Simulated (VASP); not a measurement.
# ZnS (I-4m2) in VASP: a series of runs, part 2 of 3

VASP 6.6.1. Earlier steps stand in the parts before.

### Step 3. Single point, PBEsol (in-plane strain -0.005, then relaxed in part)

INCAR reads:

```
SYSTEM = ZnS
  PREC = Accurate
  ENCUT = 500
  EDIFF = 1E-6
  ISMEAR = 0
  SIGMA = 0.01
  LREAL = .False.
  LASPH = .True.
  NELM = 120
  ALGO = Normal
  ISIF = 2
  LWAVE = .False.
  LCHARG = .False.
  GGA = PS
  NBANDS = 16
  GGA_COMPAT = .False.
```

KPOINTS reads:

```
Automatic mesh
0
Gamma
  8 8 8
  0 0 0
```

POSCAR reads:

```
ZnS
1.0
    2.6643807534      2.6643807534      0.0000000000
   -2.6643807534      2.6643807534      0.0000000000
    0.0000000000      2.6643807534      2.6949344295
Zn S
1 1
Direct
    0.7500000000      0.2500000000      0.5000000000
    0.0000000000      0.0000000000      0.0000000000
```

Potentials or basis: VASP PAW PBE potentials, release 64 (Zn, S).

Started as:

```sh
$ cat potpaw_PBE.64/Zn/POTCAR potpaw_PBE.64/S/POTCAR > POTCAR
$ mpirun -np 1 vasp_std > vasp.out
```

OUTCAR:

```text
SYSTEM = ZnS
   PREC = Accurate
   ENCUT = 500
   EDIFF = 1E-6
   ISMEAR = 0
   LREAL = .False.
   LASPH = .True.
   NELM = 120
   ISIF = 2
   GGA = PS

 ion  position               nearest neighbor table
   1  0.750  0.250  0.500-   2 2.32   2 2.32   2 2.32   2 2.32
   2  0.000  0.000  0.000-   1 2.32   1 2.32   1 2.32   1 2.32

  LATTYP: Found a body centered tetragonal cell.
 ALAT       =     3.7680033968
 C/A-ratio  =     1.4304309979

  Lattice vectors:

 A1 = (   2.6643807534,   0.0000000000,  -2.6949344295)
 A2 = (  -2.6643807534,   0.0000000000,  -2.6949344295)
 A3 = (   0.0000000000,   2.6643807534,   2.6949344295)

Analysis of symmetry for initial positions (statically):
=====================================================================
 Subroutine PRICEL returns:
 Original cell was already a primitive cell.

 Routine SETGRP: Setting up the symmetry group for a
 body centered tetragonal supercell.

 Subroutine GETGRP returns: Found  8 space group operations
 (whereof  8 operations were pure point group operations)
 out of a pool of 16 trial point group operations.

The static configuration has the point symmetry D_2d.

Analysis of symmetry for dynamics (positions and initial velocities):
=====================================================================
 Subroutine PRICEL returns:
 Original cell was already a primitive cell.

 Routine SETGRP: Setting up the symmetry group for a
 body centered tetragonal supercell.

 Subroutine GETGRP returns: Found  8 space group operations
 (whereof  8 operations were pure point group operations)
 out of a pool of 16 trial point group operations.

The dynamic configuration has the point symmetry D_2d.

 Subroutine INISYM returns: Found  8 space group operations
 (whereof  8 operations are pure point group operations),
 and found     1 'primitive' translations

----------------------------------------------------------------------------------------

                                     Primitive cell

  volume of cell :      38.2623

  direct lattice vectors                    reciprocal lattice vectors
     2.664380753  2.664380753  0.000000000     0.187660866  0.187660866 -0.185533271
    -2.664380753  2.664380753  0.000000000    -0.187660866  0.187660866 -0.185533271
     0.000000000  2.664380753  2.694934429     0.000000000  0.000000000  0.371066542

  length of vectors
     3.768003397  3.768003397  3.789669693     0.323814447  0.323814447  0.371066542

  position of ions in fractional coordinates (direct lattice)
     0.750000000  0.250000000  0.500000000
     0.000000000  0.000000000  0.000000000

  ion indices of the primitive-cell ions
   primitive index   ion index
                 1           1
                 2           2

----------------------------------------------------------------------------------------

 KPOINTS: Automatic mesh

Automatic generation of k-mesh.
 Grid dimensions read from file:
 generate k-points for:    8    8    8

 Generating k-lattice:

  Cartesian coordinates                     Fractional coordinates (reciprocal lattice)
     0.023457608  0.023457608 -0.023191659     0.125000000  0.000000000  0.000000000
    -0.023457608  0.023457608 -0.023191659     0.000000000  0.125000000  0.000000000
     0.000000000  0.000000000  0.046383318     0.000000000  0.000000000  0.125000000

  Length of vectors
     0.040476806  0.040476806  0.046383318

  Shift w.r.t. Gamma in fractional coordinates (k-lattice)
     0.000000000  0.000000000  0.000000000

 Subroutine IBZKPT returns following result:
 ===========================================

 Found     59 irreducible k-points:

 Following reciprocal coordinates:
            Coordinates               Weight
  0.000000  0.000000  0.000000      1.000000
  0.125000  0.000000  0.000000      8.000000
  0.250000  0.000000  0.000000      8.000000
  0.375000  0.000000  0.000000      8.000000
  0.500000  0.000000  0.000000      4.000000
  0.125000  0.125000  0.000000      8.000000
[... 16 lines left out ...]
  0.250000  0.000000  0.125000      4.000000
  0.375000  0.000000  0.125000      8.000000
 [... further k-points ...]
   k-points           NKPTS =     59   k-points in BZ     NKDIM =     59   number of bands    NBANDS=     16
   number of dos      NEDOS =    301   number of ions     NIONS =      2
   total plane-waves  NPLWV =  21952
   dimension x,y,z NGX =    28 NGY =   28 NGZ =   28
   dimension x,y,z NGXF=    56 NGYF=   56 NGZF=   56
   ions per type =               1   1
   NGX,Y,Z   is equivalent  to a cutoff of  12.35, 12.35, 12.28 a.u.
   NGXF,Y,Z  is equivalent  to a cutoff of  24.71, 24.71, 24.57 a.u.
 SYSTEM =  ZnS
   PREC   = accura    normal or accurate (medium, high low for compatibility)
   ISTART =      0    job   : 0-new  1-cont  2-samecut
   ICHARG =      2    charge: 1-file 2-atom 10-const
   ISPIN  =      1    spin polarized calculation?
   LNONCOLLINEAR =      F non collinear calculations
   LSORBIT =      F    spin-orbit coupling
   LASPH  =      T    aspherical Exc in radial PAW
   ENCUT  =  500.0 eV  36.75 Ry    6.06 a.u.   6.87  6.87  6.91*2*pi/ulx,y,z
   NELM   =    120;   NELMIN=  2; NELMDL= -5     # of ELM steps
   EDIFF  = 0.1E-05   stopping-criterion for ELM
   LREAL  =      F    real-space projection
   EDIFFG = 0.1E-04   stopping-criterion for IOM
   NSW    =      0    number of steps for IOM
   IBRION =     -1    ionic relax: 0-MD 1-quasi-New 2-CG
   NFREE  =      0    steps in history (QN), initial steepest desc. (CG)
   ISIF   =      2    stress and relaxation
   ISYM   =      2    0-nonsym 1-usesym 2-fastsym
   POTIM  = 0.5000    time-step for ionic-motion
   TEBEG  =    0.0;   TEEND  =   0.0 temperature during run
   PSTRESS=    0.0 pullay stress
   NELECT =      18.0000    total number of electrons
   NUPDOWN=      -1.0000    fix difference up-down
   EMIN   =  10.00;   EMAX   =-10.00  energy-range for DOS
   EFERMI =   0.00;   METHOD = LEGACY
   ISMEAR =     0;   SIGMA  =   0.01  broadening in eV -4-tet -1-fermi 0-gaus
   EFERMI_NEDOS =   21; number of points for ismear=-14 and -15
   IALGO  =     38    algorithm
   IMIX   =      4    mixing-type and parameters
     AMIX     =   0.40;   BMIX     =  1.00
     AMIX_MAG =   1.60;   BMIX_MAG =  1.00
  volume/ion in A,a.u.               =      19.13       129.10
  Fermi-wavevector in a.u.,A,eV,Ry     =   1.273236  2.406066 22.056794  1.621129
  Thomas-Fermi vector in A             =   2.406070
   LORBIT       =      0    0 simple, 1 ext, 2 COOP (PROOUT), +10 PAW based schemes
   GGA     = PS    functional components
   LHFCALC =     F    Hartree Fock is set to
   AEXX    =    0.0000 exact exchange contribution
   IVDW    =     0    specifies the selected vdW correction
   LEPSILON=     F    determine dielectric tensor
   LRPA    =     F    only Hartree local field effects (RPA)
 non-spin polarized calculation
 Gauss-broadening in eV      SIGMA  =   0.01
  energy-cutoff  :      500.00
  volume of cell :       38.26
 maximum number of plane-waves:       986
   NGX = 13   NGY = 13   NGZ = 13

 number of electron      18.0000018 magnetization

 Free energy of the ion-electron system (eV)
  ---------------------------------------------------
  ext. energy  EPLUGINS =         0.00000000
  ---------------------------------------------------
  free energy    TOTEN  =        -7.58756296 eV

  energy without entropy =       -7.58756296  energy(sigma->0) =       -7.58756296

 E-fermi :   2.4445     XC(G=0):  -9.9946

 val. band max:        2.3187809746   @ k =   0.0000   0.0000   0.0000
 cond. band min:       4.4151501163   @ k =   0.0000   0.0000   0.0000
 fundamental gap:      2.0963691417
 Fermi energy:         2.4444726494

 k-point     1 :       0.0000    0.0000    0.0000
  band No.  band energies     occupation
      1     -11.0701      2.00000
      2      -4.2009      2.00000
      3      -4.1937      2.00000
      4      -4.1937      2.00000
      5      -3.6624      2.00000
      6      -3.6581      2.00000
[... 8 lines left out ...]
     15      14.1248      0.00000
     16      14.1751      0.00000
[... 419 lines left out ...]
 k-point    24 :       0.3750    0.0000    0.1250
  band No.  band energies     occupation
      1     -10.3991      2.00000
      2      -4.1247      2.00000
      3      -4.0888      2.00000
      4      -4.0798      2.00000
      5      -3.6779      2.00000
      6      -3.6245      2.00000
[... 8 lines left out ...]
     15      14.7000      0.00000
     16      15.5218      0.00000

 [... further k-points ...]

------------------------ aborting loop because EDIFF is reached ----------------------------------------

  FORCE on cell =-STRESS in cart. coord.  units (eV):
  Direction    XX          YY          ZZ          XY          YZ          ZX
  --------------------------------------------------------------------------------------
  -------------------------------------------------------------------------------------
  Total        0.1623166      0.1623166      0.0464102      0.0000000      0.0000000      0.0000000
  in kB        6.7967741      6.7967741      1.9433603      0.0000000      0.0000000      0.0000000
  external PRESSURE =       5.1789695 kB  Pullay stress =       0.0000000 kB

 VOLUME and BASIS-vectors are now :
 -----------------------------------------------------------------------------
  energy-cutoff  :      500.00
  volume of cell :       38.26
      direct lattice vectors                 reciprocal lattice vectors
     2.664380753  2.664380753  0.000000000     0.187660866  0.187660866 -0.185533271
    -2.664380753  2.664380753  0.000000000    -0.187660866  0.187660866 -0.185533271
     0.000000000  2.664380753  2.694934429     0.000000000  0.000000000  0.371066542

 POSITION                                       TOTAL-FORCE (eV/Angst)
 -----------------------------------------------------------------------------------
      1.33219      3.99657      1.34747        -0.000000     -0.000000      0.000000
      0.00000      0.00000      0.00000         0.000000      0.000000      0.000000
 -----------------------------------------------------------------------------------
    total drift:                                0.000001      0.000000     -0.000000

  FREE ENERGIE OF THE ION-ELECTRON SYSTEM (eV)
  ---------------------------------------------------
  free  energy   TOTEN  =        -7.5875629558 eV

  energy  without entropy=       -7.5875629558  energy(sigma->0) =       -7.58756296
```

stdout:

```text
POSCAR found type information on POSCAR ZnS
 POSCAR found :  2 types and       2 ions
 scaLAPACK will be used
 -----------------------------------------------------------------------------
|                                                                             |
|                                                                             |
|     You enforced a specific xc type in the INCAR file but a different       |
|     I HOPE YOU KNOW WHAT YOU ARE DOING!                                     |
|                                                                             |
 -----------------------------------------------------------------------------

 LDA part: xc-table for (Slater+PW92), standard interpolation
 POSCAR, INCAR and KPOINTS ok, starting setup
 FFT: planning ... GRIDC
 FFT: planning ... GRID_SOFT
 FFT: planning ... GRID
 WAVECAR not read
 entering main loop
```

Wall time 22 s (1 thread of Intel Xeon Platinum 8488C (Sapphire Rapids), shared host); peak memory 0.17 GiB.

Results:

| Item | Value |
| --- | --- |
| Free energy | -7.5876 eV |
| Pressure | 0.5 GPa |
| Band gap on the k mesh | 2.10 eV, direct |

Levels at points of the mesh, in eV from the valence-band top:
```
           k point  band 5  band 6  band 7  band 8  band 9  band 10  band 11  band 12  band 13  band 14
(0.00, 0.00, 0.00)   -5.98   -5.98   -0.04    0.00    0.00     2.10     6.27     6.27     6.27    11.65
(0.50, 0.00, 0.00)   -5.94   -5.77   -5.58   -0.97   -0.90     3.24     6.75     6.85     8.80    12.09
(0.50, 0.50, 0.00)   -5.90   -5.75   -4.72   -2.41   -2.39     3.13     3.91    11.08    12.01    12.11
(0.00, 0.00, 0.50)   -5.90   -5.77   -4.79   -2.34   -2.34     3.19     4.02    10.95    12.09    12.09
```

Caveat: the cell differs from its parent crystal (in-plane strain -0.005, then relaxed in part); the PAW data sets were made with another functional, which shifts forces and pressure a little.

### Step 4. Single point, PBEsol (in-plane strain -0.005)

INCAR reads:

```
SYSTEM = ZnS
PREC = Accurate
ENCUT = 500
EDIFF = 1E-6
ISMEAR = 0
SIGMA = 0.01
LREAL = .FALSE.
LASPH = .TRUE.
NELM = 120
ALGO = Normal
ISIF = 2
LWAVE = .FALSE.
LCHARG = .FALSE.
GGA = PS
NBANDS = 16
GGA_COMPAT = .FALSE.
```

KPOINTS reads:

```
Automatic mesh
0
G
  8 8 8
  0 0 0
```

Changes to POSCAR since step 3:

```diff
@@ -4,3 +4,3 @@
    -2.6643807534      2.6643807534      0.0000000000
-    0.0000000000      2.6643807534      2.6949344295
+    0.0000000000      2.6643807534      2.6858029103
 Zn S
```

Started as:

```sh
$ cat potpaw_PBE.64/Zn/POTCAR potpaw_PBE.64/S/POTCAR > POTCAR
$ mpirun -np 1 vasp_std > vasp.out
```

Run time: 22 s. Hardware: 1 thread of Intel Xeon Platinum 8488C (Sapphire Rapids), shared host; peak memory 0.17 GiB.

The run converged. Its results:

```
Free energy            : -7.5872 eV
Pressure               : 0.8 GPa
Band gap on the k mesh : 2.12 eV, direct
```

Stress tensor (GPa, compression positive):
```
0.91 0.00 0.00
0.00 0.91 0.00
0.00 0.00 0.57
```

Levels at points of the mesh, in eV from the valence-band top:
```csv
k point,band 7,band 8,band 9,band 10,band 11,band 12
"(0.00, 0.00, 0.00)",-0.03,0.00,0.00,2.12,6.27,6.27
"(0.50, 0.00, 0.00)",-5.60,-0.96,-0.91,3.25,6.77,6.84
"(0.50, 0.50, 0.00)",-4.74,-2.41,-2.39,3.14,3.92,11.10
"(0.00, 0.00, 0.50)",-4.78,-2.36,-2.36,3.18,4.00,11.01
```

Caveat: the cell differs from its parent crystal (in-plane strain -0.005); the PAW data sets were made with another functional, which shifts forces and pressure a little.

[end of part 2 of 3]
